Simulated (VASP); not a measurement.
Here is a VASP 6.6.1 calculation.

INCAR

```
SYSTEM = Ru
PREC = Accurate
ENCUT = 520
EDIFF = 1E-6
ISMEAR = -1
SIGMA = 0.1
LREAL = .False.
LASPH = .True.
NELM = 80
ALGO = Normal
ISIF = 2
LWAVE = .False.
LCHARG = .False.
GGA = PS
NBANDS = 21
```

File KPOINTS:

```
regular mesh
0
Gamma
  15 15 15
  0 0 0
```

Contents of POSCAR:

```
Ru
1.0
    0.0000000000      2.1642288801      2.1642288801
    2.1642288801      0.0000000000      2.1642288801
    2.1642288801      2.1642288801      0.0000000000
Ru
2
Direct
   -0.1250000000     -0.1250000000     -0.1250000000
    0.1250000000      0.1250000000      0.1250000000
```

Potentials or basis: VASP PAW PBE potentials, release 64 (Ru_pv).

Command:

```console
$ cat potpaw_PBE.64/Ru_pv/POTCAR > POTCAR
$ mpirun -np 1 vasp_std > vasp.out
```

Predict the pressure.

516.5 GPa.

What does it give for the band gap on the k mesh?

Zero (band 14 reaches 20.50 eV, above the bottom of band 15 at 18.46 eV).

Caveat: the PAW data sets were made with another functional, which shifts forces and pressure a little.
